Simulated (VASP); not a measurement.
# AlN (F-43m) in VASP: notebook, part 2 of 2

VASP 6.6.1. Earlier steps stand in the parts before.

## Step 3: Single point, PBE exchange alone

This run uses another cell than the first one, of 10.42 Å³/atom, 1.020 times its volume.

File INCAR:

```
  PREC = Accurate
  ENCUT = 600
  EDIFF = 1E-6
  ISMEAR = -1
  SIGMA = 0.05
  LREAL = False
  LASPH = True
  NELM = 120
  ALGO = Normal
  ISIF = 2
  LWAVE = False
  LCHARG = False
  GGA = PE
  ALDAC = 0.0
  AGGAC = 0.0
  NBANDS = 11
  GGA_COMPAT = False
```

File KPOINTS:

```
regular mesh
0
Gamma
  10 10 10
```

File POSCAR:

```
AlN
1.0
    0.0000000000      2.1839935596      2.1839935596
    2.1839935596      0.0000000000      2.1839935596
    2.1839935596      2.1839935596      0.0000000000
Al N
1 1
Direct
    0.0000000000      0.0000000000      0.0000000000
    0.2500000000      0.2500000000      0.2500000000
```

Potentials or basis: VASP PAW PBE potentials, release 64 (Al, N).

Started as:

```
$ cat potpaw_PBE.64/Al/POTCAR potpaw_PBE.64/N/POTCAR > POTCAR
$ mpirun -np 1 vasp_std > vasp.out
```

OUTCAR:

```text
PREC = Accurate
   ENCUT = 600
   EDIFF = 1E-6
   ISMEAR = -1
   LREAL = False
   LASPH = True
   NELM = 120
   ISIF = 2
   GGA = PE

 ion  position               nearest neighbor table
   1  0.000  0.000  0.000-   2 1.89   2 1.89   2 1.89   2 1.89
   2  0.250  0.250  0.250-   1 1.89   1 1.89   1 1.89   1 1.89

  LATTYP: Found a face centered cubic cell.
 ALAT       =     4.3679871192

  Lattice vectors:

 A1 = (   0.0000000000,   2.1839935596,   2.1839935596)
 A2 = (   2.1839935596,   0.0000000000,   2.1839935596)
 A3 = (   2.1839935596,   2.1839935596,   0.0000000000)

Analysis of symmetry for initial positions (statically):
=====================================================================
 Subroutine PRICEL returns:
 Original cell was already a primitive cell.

 Routine SETGRP: Setting up the symmetry group for a
 face centered cubic supercell.

 Subroutine GETGRP returns: Found 24 space group operations
 (whereof 24 operations were pure point group operations)
 out of a pool of 48 trial point group operations.

The static configuration has the point symmetry T_d .

[... 169 lines left out ...]
      1      -7.3870      2.00000
      2       7.5156      2.00000
      3       7.5156      2.00000
      4       7.5156      2.00000
      5      12.0158      0.00000
      6      20.1785      0.00000
      7      20.1785      0.00000
      8      20.1785      0.00000
      9      25.2873      0.00000
     10      25.2873      0.00000
     11      26.8657      0.00000
[... 309 lines left out ...]
 k-point    24 :       0.4000    0.3000    0.0000
  band No.  band energies     occupation
      1      -5.4059      2.00000
      2       3.4452      2.00000
      3       5.8467      2.00000
      4       6.1344      2.00000
      5      12.7361      0.00000
      6      17.2545      0.00000
      7      19.9207      0.00000
      8      22.2378      0.00000
      9      22.7564      0.00000
     10      28.9386      0.00000
     11      31.2944      0.00000

 [... further k-points ...]

------------------------ aborting loop because EDIFF is reached ----------------------------------------

  FORCE on cell =-STRESS in cart. coord.  units (eV):
  Direction    XX          YY          ZZ          XY          YZ          ZX
  --------------------------------------------------------------------------------------
  -------------------------------------------------------------------------------------
  Total        2.4915821      2.4915821      2.4915821      0.0000000     -0.0000000      0.0000000
  in kB      191.6027436    191.6027436    191.6027436      0.0000000     -0.0000000      0.0000000
  external PRESSURE =     191.6027436 kB  Pullay stress =       0.0000000 kB

 VOLUME and BASIS-vectors are now :
 -----------------------------------------------------------------------------
  energy-cutoff  :      600.00
  volume of cell :       20.83
      direct lattice vectors                 reciprocal lattice vectors
     0.000000000  2.183993560  2.183993560    -0.228938404  0.228938404  0.228938404
     2.183993560  0.000000000  2.183993560     0.228938404 -0.228938404  0.228938404
     2.183993560  2.183993560  0.000000000     0.228938404  0.228938404 -0.228938404

 POSITION                                       TOTAL-FORCE (eV/Angst)
 -----------------------------------------------------------------------------------
      0.00000      0.00000      0.00000        -0.000000     -0.000000     -0.000000
      1.09200      1.09200      1.09200         0.000000      0.000000      0.000000
 -----------------------------------------------------------------------------------
    total drift:                                0.000000      0.000000      0.000000

  FREE ENERGIE OF THE ION-ELECTRON SYSTEM (eV)
  ---------------------------------------------------
  free  energy   TOTEN  =       -11.9927500761 eV

  energy  without entropy=      -11.9927500761  energy(sigma->0) =      -11.99275008
```

OSZICAR:

```text
N       E                     dE             d eps       ncg     rms          rms(c)
DAV:   1     0.174098600096E+02    0.17410E+02   -0.41968E+03  1042   0.689E+02
DAV:   2    -0.135115536258E+02   -0.30921E+02   -0.29757E+02  1240   0.158E+02
DAV:   3    -0.146737614837E+02   -0.11622E+01   -0.11604E+01  1305   0.285E+01
DAV:   4    -0.146805527053E+02   -0.67912E-02   -0.67907E-02  1190   0.232E+00
DAV:   5    -0.146806411703E+02   -0.88465E-04   -0.88464E-04  1271   0.258E-01    0.910E+00
DAV:   6    -0.119698212483E+02    0.27108E+01   -0.14078E+01  1282   0.199E+01    0.275E+00
DAV:   7    -0.119879542309E+02   -0.18133E-01   -0.20188E-01  1139   0.356E+00    0.206E+00
DAV:   8    -0.119945282948E+02   -0.65741E-02   -0.46889E-02  1127   0.215E+00    0.663E-01
DAV:   9    -0.119925847523E+02    0.19435E-02   -0.48267E-03  1258   0.456E-01    0.260E-01
DAV:  10    -0.119927419197E+02   -0.15717E-03   -0.97261E-04  1130   0.212E-01    0.358E-02
DAV:  11    -0.119927487644E+02   -0.68447E-05   -0.65344E-05  1208   0.556E-02    0.167E-02
DAV:  12    -0.119927500438E+02   -0.12793E-05   -0.28192E-06  1184   0.128E-02    0.280E-03
DAV:  13    -0.119927500761E+02   -0.32334E-07   -0.78595E-07  1091   0.537E-03
   1 F= -.11992750E+02 E0= -.11992750E+02  d E =-.202962E-10
```

Run time: 14 s. Hardware: 1 thread of Intel Xeon Platinum 8488C (Sapphire Rapids), shared host; peak memory 0.15 GiB.

Results:

```yaml
Free_energy: -11.9928 eV
Pressure: 19.2 GPa
Band_gap_on_the_k_mesh: 3.66 eV, indirect (least direct gap 4.50 eV)
```

A k mesh can miss the band edges.

## Step 4: Single point, PBE exchange alone

This run uses another cell than the first one, of 10.63 Å³/atom, 1.041 times its volume.

File INCAR:

```
SYSTEM = AlN
AGGAC = 0.0
ALDAC = 0.0
ALGO = Normal
EDIFF = 1E-6
ENCUT = 600
GGA = PE
GGA_COMPAT = .FALSE.
ISIF = 2
ISMEAR = -1
LASPH = .TRUE.
LCHARG = .FALSE.
LREAL = .FALSE.
LWAVE = .FALSE.
NBANDS = 11
NELM = 120
PREC = Accurate
SIGMA = 0.05
```

File KPOINTS:

```
k-points
0
G
  10 10 10
  0 0 0
```

File POSCAR:

```
AlN
1.0
    0.0000000000      2.1984575146      2.1984575146
    2.1984575146      0.0000000000      2.1984575146
    2.1984575146      2.1984575146      0.0000000000
Al N
1 1
Direct
    0.0000000000      0.0000000000      0.0000000000
    0.2500000000      0.2500000000      0.2500000000
```

Potentials or basis: VASP PAW PBE potentials, release 64 (Al, N).

Started as:

```
$ cat potpaw_PBE.64/Al/POTCAR potpaw_PBE.64/N/POTCAR > POTCAR
$ mpirun -np 1 vasp_std > vasp.out
```

OUTCAR:

```text
SYSTEM = AlN
   EDIFF = 1E-6
   ENCUT = 600
   GGA = PE
   ISIF = 2
   ISMEAR = -1
   LASPH = .TRUE.
   LREAL = .FALSE.
   NELM = 120
   PREC = Accurate

 ion  position               nearest neighbor table
   1  0.000  0.000  0.000-   2 1.90   2 1.90   2 1.90   2 1.90
   2  0.250  0.250  0.250-   1 1.90   1 1.90   1 1.90   1 1.90

  LATTYP: Found a face centered cubic cell.
 ALAT       =     4.3969150292

  Lattice vectors:

 A1 = (   0.0000000000,   2.1984575146,   2.1984575146)
[... 522 lines left out ...]
------------------------ aborting loop because EDIFF is reached ----------------------------------------

  FORCE on cell =-STRESS in cart. coord.  units (eV):
  Direction    XX          YY          ZZ          XY          YZ          ZX
  --------------------------------------------------------------------------------------
  -------------------------------------------------------------------------------------
  Total        1.9505761      1.9505761      1.9505761      0.0000000     -0.0000000      0.0000000
  in kB      147.0582031    147.0582031    147.0582031      0.0000000     -0.0000000      0.0000000
  external PRESSURE =     147.0582031 kB  Pullay stress =       0.0000000 kB

 VOLUME and BASIS-vectors are now :
 -----------------------------------------------------------------------------
  energy-cutoff  :      600.00
  volume of cell :       21.25
      direct lattice vectors                 reciprocal lattice vectors
     0.000000000  2.198457515  2.198457515    -0.227432187  0.227432187  0.227432187
     2.198457515  0.000000000  2.198457515     0.227432187 -0.227432187  0.227432187
     2.198457515  2.198457515  0.000000000     0.227432187  0.227432187 -0.227432187

 POSITION                                       TOTAL-FORCE (eV/Angst)
 -----------------------------------------------------------------------------------
      0.00000      0.00000      0.00000         0.000000      0.000000      0.000000
      1.09923      1.09923      1.09923        -0.000000     -0.000000     -0.000000
 -----------------------------------------------------------------------------------
    total drift:                                0.000000      0.000000      0.000000

  FREE ENERGIE OF THE ION-ELECTRON SYSTEM (eV)
  ---------------------------------------------------
  free  energy   TOTEN  =       -12.0373350801 eV

  energy  without entropy=      -12.0373350801  energy(sigma->0) =      -12.03733508
```

Wall time 18 s (1 thread of Intel Xeon Platinum 8488C (Sapphire Rapids), shared host); peak memory 0.15 GiB.

Results:

- Free energy: -12.0373 eV
- Pressure: 14.7 GPa
- Band gap on the k mesh: 3.64 eV, indirect (least direct gap 4.32 eV)

## Step 5: Summary

| cell | gap on the mesh (eV) | pressure (GPa) |
| --- | --- | --- |
| a = 3.068 Å, angles 60.0°, 2 atoms | 3.67 | 24.0 |
| a = 3.089 Å, angles 60.0°, 2 atoms | 3.66 | 19.2 |
| a = 3.109 Å, angles 60.0°, 2 atoms | 3.64 | 14.7 |

Alike in all rows: task single point; level PBE exchange alone; potentials or basis VASP PAW PBE potentials, release 64 (Al, N); no spin polarisation; k mesh 10 × 10 × 10; cutoff (eV) 600; smearing fermi-dirac 0.05 eV.

Total energies depend on the potentials used, so only differences within one code and one set of settings carry meaning.
